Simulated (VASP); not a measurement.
# SiO2 (I-42d) in VASP: further runs

The runs below take SiO2 through single point, with r2SCAN.

Program: VASP 6.6.1. These are calculated values, not measurements. Logs are shortened: lines on timing, memory, paths and dates and some standing lists are left out, and cuts for length are marked.

## Step 1: The cell of the first run

It takes space group I-42d (No. 122, tetragonal). Conventional cell: a = 4.986 Å, b = 4.986 Å, c = 7.098 Å, α = 90.00°, β = 90.00°, γ = 90.00°. Si (site symmetry -4) has 4 O at 1.61 Å within 2.1 Å. Within 2.1 Å of O (site symmetry 2) lie 2 Si at 1.61 Å.

## Step 2: Single point, r2SCAN (uniaxial strain along c: -3.0 %)

Input file POSCAR:

```
SiO2
1.0
    4.9858980576      0.0000000000      0.0000000000
    0.0000000000      4.9858980576      0.0000000000
    0.0000000000      0.0000000000      7.0983174146
Si O
4 8
Direct
    0.0000000000      0.0000000000      0.0000000000
    0.0000000000      0.5000000000      0.2500000000
    0.5000000000      0.5000000000      0.5000000000
    0.5000000000      0.0000000000      0.7500000000
    0.0974792364      0.2500000000      0.1250000000
    0.2500000000      0.5974792364      0.3750000000
    0.7500000000      0.4025207636      0.3750000000
    0.9025207636      0.7500000000      0.1250000000
    0.5974792364      0.7500000000      0.6250000000
    0.7500000000      0.0974792364      0.8750000000
    0.2500000000      0.9025207636      0.8750000000
    0.4025207636      0.2500000000      0.6250000000
```

Input file INCAR.step1:

```
PREC = Accurate
ENCUT = 520
ISMEAR = 0
SIGMA = 0.02
LREAL = False
LASPH = True
NELM = 80
NBANDS = 44
GGA = PE
ALGO = Normal
EDIFF = 1E-4
LWAVE = True
LCHARG = False
```

Input file INCAR.step2:

```
PREC = Accurate
ENCUT = 520
EDIFF = 1E-7
ISMEAR = 0
SIGMA = 0.02
LREAL = False
LASPH = True
NELM = 80
ALGO = Normal
ISIF = 2
LWAVE = False
LCHARG = True
METAGGA = R2SCAN
LMIXTAU = True
LELF = True
LVHAR = True
NBANDS = 44
ISTART = 1
```

Input file KPOINTS:

```
Automatic mesh
0
Gamma
  6 6 4
```

Potentials or basis: VASP PAW PBE potentials, release 64 (Si, O).

Command:

```bash
> cat potpaw_PBE.64/Si/POTCAR potpaw_PBE.64/O/POTCAR > POTCAR
> cp INCAR.step1 INCAR
> mpirun -np 1 vasp_std > vasp.out
> cp INCAR.step2 INCAR
> mpirun -np 1 vasp_std > vasp.out
```

OUTCAR:

```text
PREC = Accurate
   ENCUT = 520
   EDIFF = 1E-7
   ISMEAR = 0
   LREAL = False
   LASPH = True
   NELM = 80
   ISIF = 2
   METAGGA = R2SCAN
   ISTART = 1

 ion  position               nearest neighbor table
   1  0.000  0.000  0.000-   5 1.61   8 1.61  10 1.61  11 1.61   2 3.06   4 3.06   2 3.06   4 3.06

   2  0.000  0.500  0.250-   5 1.61   6 1.61   7 1.61   8 1.61   1 3.06   3 3.06   1 3.06   3 3.06

   3  0.500  0.500  0.500-   6 1.61   7 1.61   9 1.61  12 1.61   2 3.06   4 3.06   4 3.06   2 3.06

   4  0.500  0.000  0.750-   9 1.61  10 1.61  11 1.61  12 1.61   1 3.06   3 3.06   3 3.06   1 3.06

   5  0.097  0.250  0.125-   1 1.61   2 1.61
   6  0.250  0.597  0.375-   2 1.61   3 1.61
   7  0.750  0.403  0.375-   2 1.61   3 1.61
   8  0.903  0.750  0.125-   1 1.61   2 1.61
   9  0.597  0.750  0.625-   3 1.61   4 1.61
  10  0.750  0.097  0.875-   1 1.61   4 1.61
  11  0.250  0.903  0.875-   1 1.61   4 1.61
  12  0.403  0.250  0.625-   3 1.61   4 1.61

  LATTYP: Found a simple tetragonal cell.
 ALAT       =     4.9858980576
 C/A-ratio  =     1.4236788102

  Lattice vectors:

 A1 = (   4.9858980576,   0.0000000000,   0.0000000000)
 A2 = (   0.0000000000,   4.9858980576,   0.0000000000)
 A3 = (   0.0000000000,   0.0000000000,   7.0983174146)

Analysis of symmetry for initial positions (statically):
=====================================================================
 Subroutine PRICEL returns following result:

  LATTYP: Found a body centered tetragonal cell.
 ALAT       =     4.9858980576
 C/A-ratio  =     1.4236788102

  Lattice vectors:

 A1 = (   2.4929490288,  -2.4929490288,  -3.5491587073)
 A2 = (  -2.4929490288,   2.4929490288,  -3.5491587073)
 A3 = (   2.4929490288,   2.4929490288,   3.5491587073)

   2 primitive cells build up your supercell.

 Routine SETGRP: Setting up the symmetry group for a
 simple tetragonal supercell.

 Subroutine GETGRP returns: Found  8 space group operations
 (whereof  4 operations were pure point group operations)
 out of a pool of 16 trial point group operations.

The static configuration has the point symmetry S_4 .
 The point group associated with its full space group is D_2d.

Analysis of symmetry for dynamics (positions and initial velocities):
=====================================================================
 Subroutine PRICEL returns following result:

  LATTYP: Found a body centered tetragonal cell.
 ALAT       =     4.9858980576
 C/A-ratio  =     1.4236788102

  Lattice vectors:

 A1 = (   2.4929490288,  -2.4929490288,  -3.5491587073)
 A2 = (  -2.4929490288,   2.4929490288,  -3.5491587073)
 A3 = (   2.4929490288,   2.4929490288,   3.5491587073)

   2 primitive cells build up your supercell.

 Routine SETGRP: Setting up the symmetry group for a
 simple tetragonal supercell.

 Subroutine GETGRP returns: Found  8 space group operations
 (whereof  4 operations were pure point group operations)
 out of a pool of 16 trial point group operations.

The dynamic configuration has the point symmetry S_4 .
 The point group associated with its full space group is D_2d.

 Subroutine INISYM returns: Found  8 space group operations
 (whereof  4 operations are pure point group operations),
 and found     2 'primitive' translations

----------------------------------------------------------------------------------------

                                     Primitive cell

  volume of cell :      88.2292

  direct lattice vectors                    reciprocal lattice vectors
     2.492949029 -2.492949029 -3.549158707     0.200565673  0.000000000 -0.140878456
    -2.492949029  2.492949029 -3.549158707     0.000000000  0.200565673 -0.140878456
     2.492949029  2.492949029  3.549158707     0.200565673  0.200565673  0.000000000

  length of vectors
     5.002611043  5.002611043  5.002611043     0.245098610  0.245098610  0.283642695

  position of ions in fractional coordinates (direct lattice)
     0.000000000  0.000000000  0.000000000
     0.750000000  0.250000000  0.500000000
     0.972479236  0.125000000  0.347479236
     0.875000000  0.222479236  0.847479236
     0.375000000  0.027520764  0.152520764
     0.777520764  0.625000000  0.652520764

  ion indices of the primitive-cell ions
   primitive index   ion index
                 1           1
                 2           2
                 3           5
                 4          10
                 5          11
                 6           8

----------------------------------------------------------------------------------------

 KPOINTS: Automatic mesh

Automatic generation of k-mesh.
 Grid dimensions read from file:
 generate k-points for:    6    6    4

 Generating k-lattice:

  Cartesian coordinates                     Fractional coordinates (reciprocal lattice)
     0.033427612  0.000000000  0.000000000     0.166666667  0.000000000  0.000000000
     0.000000000  0.033427612  0.000000000     0.000000000  0.166666667  0.000000000
     0.000000000  0.000000000  0.035219614     0.000000000  0.000000000  0.250000000

  Length of vectors
     0.033427612  0.033427612  0.035219614

  Shift w.r.t. Gamma in fractional coordinates (k-lattice)
     0.000000000  0.000000000  0.000000000

 Subroutine IBZKPT returns following result:
 ===========================================

 Found     30 irreducible k-points:

 Following reciprocal coordinates:
            Coordinates               Weight
  0.000000  0.000000  0.000000      1.000000
  0.166667  0.000000  0.000000      4.000000
  0.333333  0.000000  0.000000      4.000000
  0.500000  0.000000  0.000000      2.000000
  0.166667  0.166667  0.000000      4.000000
  0.333333  0.166667  0.000000      8.000000
[... 16 lines left out ...]
  0.333333  0.000000  0.500000      4.000000
  0.500000  0.000000  0.500000      2.000000
 [... further k-points ...]
   k-points           NKPTS =     30   k-points in BZ     NKDIM =     30   number of bands    NBANDS=     44
   number of dos      NEDOS =    301   number of ions     NIONS =     12
   total plane-waves  NPLWV =  86400
   dimension x,y,z NGX =    40 NGY =   40 NGZ =   54
   dimension x,y,z NGXF=    80 NGYF=   80 NGZF=  108
   ions per type =               4   8
   NGX,Y,Z   is equivalent  to a cutoff of  13.34, 13.34, 12.65 a.u.
   NGXF,Y,Z  is equivalent  to a cutoff of  26.67, 26.67, 25.29 a.u.
 SYSTEM =  unknown system
   PREC   = accura    normal or accurate (medium, high low for compatibility)
   ISTART =      1    job   : 0-new  1-cont  2-samecut
   ICHARG =      0    charge: 1-file 2-atom 10-const
   ISPIN  =      1    spin polarized calculation?
   LNONCOLLINEAR =      F non collinear calculations
   LSORBIT =      F    spin-orbit coupling
   LASPH  =      T    aspherical Exc in radial PAW
   ENCUT  =  520.0 eV  38.22 Ry    6.18 a.u.   9.27  9.27 13.20*2*pi/ulx,y,z
   NELM   =     80;   NELMIN=  2; NELMDL=  0     # of ELM steps
   EDIFF  = 0.1E-06   stopping-criterion for ELM
   LREAL  =      F    real-space projection
   EDIFFG = 0.1E-05   stopping-criterion for IOM
   NSW    =      0    number of steps for IOM
   IBRION =     -1    ionic relax: 0-MD 1-quasi-New 2-CG
   NFREE  =      0    steps in history (QN), initial steepest desc. (CG)
   ISIF   =      2    stress and relaxation
   ISYM   =      2    0-nonsym 1-usesym 2-fastsym
   POTIM  = 0.5000    time-step for ionic-motion
   TEBEG  =    0.0;   TEEND  =   0.0 temperature during run
   PSTRESS=    0.0 pullay stress
   NELECT =      64.0000    total number of electrons
   NUPDOWN=      -1.0000    fix difference up-down
   EMIN   =  10.00;   EMAX   =-10.00  energy-range for DOS
   EFERMI =   0.00;   METHOD = LEGACY
   ISMEAR =     0;   SIGMA  =   0.02  broadening in eV -4-tet -1-fermi 0-gaus
   EFERMI_NEDOS =   21; number of points for ismear=-14 and -15
   IALGO  =     38    algorithm
   IMIX   =      4    mixing-type and parameters
     AMIX     =   0.40;   BMIX     =  1.00
     AMIX_MAG =   1.60;   BMIX_MAG =  1.00
  volume/ion in A,a.u.               =      14.70        99.23
  Fermi-wavevector in a.u.,A,eV,Ry     =   1.167492  2.206241 18.545267  1.363039
  Thomas-Fermi vector in A             =   2.303992
   LORBIT       =      0    0 simple, 1 ext, 2 COOP (PROOUT), +10 PAW based schemes
   METAGGA = R2SCAN    functional components
   LHFCALC =     F    Hartree Fock is set to
   AEXX    =    0.0000 exact exchange contribution
   IVDW    =     0    specifies the selected vdW correction
   LEPSILON=     F    determine dielectric tensor
   LRPA    =     F    only Hartree local field effects (RPA)
 non-spin polarized calculation
 Gauss-broadening in eV      SIGMA  =   0.02
  energy-cutoff  :      520.00
  volume of cell :      176.46
 maximum number of plane-waves:      4791
 NGX is ok and might be reduce to    40
   NGX = 19   NGY = 19   NGZ = 27

 number of electron      64.0000000 magnetization

 Free energy of the ion-electron system (eV)
  ---------------------------------------------------
  ext. energy  EPLUGINS =         0.00000000
  ---------------------------------------------------
  free energy    TOTEN  =      -119.12089249 eV

  energy without entropy =     -119.12089249  energy(sigma->0) =     -119.12089249

 E-fermi :  -0.6636     XC(G=0):  -8.6692

 val. band max:       -0.7858574293   @ k =   0.0000   0.0000   0.0000
 cond. band min:       5.8469144545   @ k =   0.0000   0.0000   0.0000
 fundamental gap:      6.6327718838
 Fermi energy:        -0.6635604347

 k-point     1 :       0.0000    0.0000    0.0000
  band No.  band energies     occupation
      1     -21.0501      2.00000
      2     -20.0850      2.00000
      3     -20.0850      2.00000
      4     -19.0291      2.00000
      5     -19.0291      2.00000
      6     -18.9910      2.00000
[... 36 lines left out ...]
     43      11.8533      0.00000
     44      12.2270      0.00000
[... 1040 lines left out ...]
      4     -19.6026      2.00000
      5     -19.0094      2.00000
      6     -19.0094      2.00000
[... 36 lines left out ...]
     43      11.8793      0.00000
     44      11.8793      0.00000

 [... further k-points ...]
[... 5 lines left out ...]
  --------------------------------------------------------------------------------------
  -------------------------------------------------------------------------------------
  Total        2.2961946      2.2961946      4.3905198      0.0000000      0.0000000      0.0000000
  in kB       20.8486079     20.8486079     39.8643162      0.0000000      0.0000000      0.0000000
  external PRESSURE =      27.1871773 kB  Pullay stress =       0.0000000 kB

 VOLUME and BASIS-vectors are now :
 -----------------------------------------------------------------------------
  energy-cutoff  :      520.00
  volume of cell :      176.46
      direct lattice vectors                 reciprocal lattice vectors
     4.985898058  0.000000000  0.000000000     0.200565673  0.000000000  0.000000000
     0.000000000  4.985898058  0.000000000     0.000000000  0.200565673  0.000000000
     0.000000000  0.000000000  7.098317415     0.000000000  0.000000000  0.140878456

 POSITION                                       TOTAL-FORCE (eV/Angst)
 -----------------------------------------------------------------------------------
      0.00000      0.00000      0.00000        -0.000000      0.000000      0.000000
      0.00000      2.49295      1.77458         0.000000      0.000000      0.000000
      2.49295      2.49295      3.54916        -0.000000      0.000000      0.000000
      2.49295      0.00000      5.32374         0.000000      0.000000      0.000000
      0.48602      1.24647      0.88729         0.137893      0.000000     -0.000000
      1.24647      2.97897      2.66187         0.000000      0.137893     -0.000000
      3.73942      2.00693      2.66187         0.000000     -0.137893      0.000000
      4.49988      3.73942      0.88729        -0.137893     -0.000000      0.000000
      2.97897      3.73942      4.43645         0.137893      0.000000     -0.000000
      3.73942      0.48602      6.21103        -0.000000      0.137893     -0.000000
      1.24647      4.49988      6.21103         0.000000     -0.137893      0.000000
      2.00693      1.24647      4.43645        -0.137893     -0.000000      0.000000
 -----------------------------------------------------------------------------------
    total drift:                                0.000000      0.000000      0.000000

  FREE ENERGIE OF THE ION-ELECTRON SYSTEM (eV)
  ---------------------------------------------------
  free  energy   TOTEN  =      -119.1208924910 eV

  energy  without entropy=     -119.1208924910  energy(sigma->0) =     -119.12089249
```

It took 26 min on 1 thread of Oxide Virtual Turin-like, shared host; peak memory 0.37 GiB.

What came out:

```yaml
Free_energy: -119.1209 eV
Pressure: 2.7 GPa
Largest_force: 0.138 eV/Å
Band_gap_on_the_k_mesh: 6.63 eV
```

Forces in eV/Å, atoms in the order of the input:
```
Si   0.000  0.000  0.000
Si   0.000  0.000  0.000
Si   0.000  0.000  0.000
Si   0.000  0.000  0.000
O    0.138  0.000  0.000
O    0.000  0.138  0.000
O    0.000 -0.138  0.000
O   -0.138  0.000  0.000
O    0.138  0.000  0.000
O    0.000  0.138  0.000
O    0.000 -0.138  0.000
O   -0.138  0.000  0.000
```

Levels at points of the mesh, in eV from the valence-band top:
```tsv
k point	band 28	band 29	band 30	band 31	band 32	band 33	band 34	band 35	band 36	band 37
(0.00, 0.00, 0.00)	-0.64	-0.38	-0.38	0.00	0.00	6.63	9.77	9.78	9.78	11.25
(0.50, 0.00, 0.00)	-0.80	-0.64	-0.64	-0.19	-0.19	8.70	8.70	10.47	10.47	10.98
(0.50, 0.50, 0.00)	-1.00	-0.31	-0.31	-0.31	-0.31	9.92	9.92	9.92	9.92	11.40
(0.00, 0.00, 0.50)	-0.81	-0.22	-0.22	-0.22	-0.22	7.80	7.80	10.07	10.07	11.46
(0.50, 0.00, 0.50)	-0.81	-0.47	-0.47	-0.15	-0.15	9.19	9.19	9.68	9.68	10.56
(0.50, 0.50, 0.50)	-1.03	-0.43	-0.43	-0.43	-0.43	10.27	10.27	10.27	10.27	10.65
```

Caveat: the cell differs from its parent crystal (uniaxial strain along c: -3.0 %); the PAW data sets were made with another functional, which shifts forces and pressure a little. A k mesh can miss the band edges.

## Step 3: Single point, r2SCAN (uniaxial strain along c: -3.0 %, then relaxed in part)

Input file POSCAR:

```
SiO2
1.0
    4.9941346566      0.0000000000      0.0000000000
    0.0000000000      4.9941346566      0.0000000000
    0.0000000000      0.0000000000      7.0983174146
Si O
4 8
Direct
    0.0000000000      0.0000000000      0.0000000000
    0.0000000000      0.5000000000      0.2500000000
    0.5000000000      0.5000000000      0.5000000000
    0.5000000000      0.0000000000      0.7500000000
    0.1002824365      0.2500000000      0.1250000000
    0.2500000000      0.6002824365      0.3750000000
    0.7500000000      0.3997175635      0.3750000000
    0.8997175635      0.7500000000      0.1250000000
    0.6002824365      0.7500000000      0.6250000000
    0.7500000000      0.1002824365      0.8750000000
    0.2500000000      0.8997175635      0.8750000000
    0.3997175635      0.2500000000      0.6250000000
```

Input file INCAR.step1:

```
SYSTEM = SiO2
PREC = Accurate
ENCUT = 520
ISMEAR = 0
SIGMA = 0.02
LREAL = .False.
LASPH = .True.
NELM = 80
NBANDS = 44
GGA = PE
ALGO = Normal
EDIFF = 1E-4
LWAVE = .True.
LCHARG = .False.
```

Input file INCAR.step2:

```
SYSTEM = SiO2
PREC = Accurate
ENCUT = 520
EDIFF = 1E-6
ISMEAR = 0
SIGMA = 0.02
LREAL = .False.
LASPH = .True.
NELM = 80
ALGO = Normal
ISIF = 2
LWAVE = .False.
LCHARG = .False.
METAGGA = R2SCAN
LMIXTAU = .True.
NBANDS = 44
ISTART = 1
```

Input file KPOINTS:

```
regular mesh
0
Gamma
  6 6 4
  0 0 0
```

Potentials or basis: VASP PAW PBE potentials, release 64 (Si, O).

Command:

```bash
> cat potpaw_PBE.64/Si/POTCAR potpaw_PBE.64/O/POTCAR > POTCAR
> cp INCAR.step1 INCAR
> mpirun -np 1 vasp_std > vasp.out
> cp INCAR.step2 INCAR
> mpirun -np 1 vasp_std > vasp.out
```

Run time: 25 min. Hardware: 1 thread of Oxide Virtual Turin-like, shared host; peak memory 0.36 GiB.

Results (log left out):

- Free energy: -119.1337 eV
- Pressure: 0.9 GPa
- Band gap on the k mesh: 6.61 eV

Stress tensor (GPa, compression positive):
```
0.19 0.00 0.00
0.00 0.19 0.00
0.00 0.00 2.41
```

Levels at points of the mesh, in eV from the valence-band top:
```
           k point  band 30  band 31  band 32  band 33  band 34  band 35
(0.00, 0.00, 0.00)    -0.36     0.00     0.00     6.61     9.72     9.77
(0.50, 0.00, 0.00)    -0.62    -0.19    -0.19     8.68     8.68    10.41
(0.50, 0.50, 0.00)    -0.29    -0.29    -0.29     9.92     9.92     9.92
(0.00, 0.00, 0.50)    -0.21    -0.21    -0.21     7.78     7.78    10.03
(0.50, 0.00, 0.50)    -0.43    -0.15    -0.15     9.13     9.13     9.70
(0.50, 0.50, 0.50)    -0.41    -0.41    -0.41    10.30    10.30    10.30
```

Caveat: the cell differs from its parent crystal (uniaxial strain along c: -3.0 %, then relaxed in part); the PAW data sets were made with another functional, which shifts forces and pressure a little. A k mesh can miss the band edges.
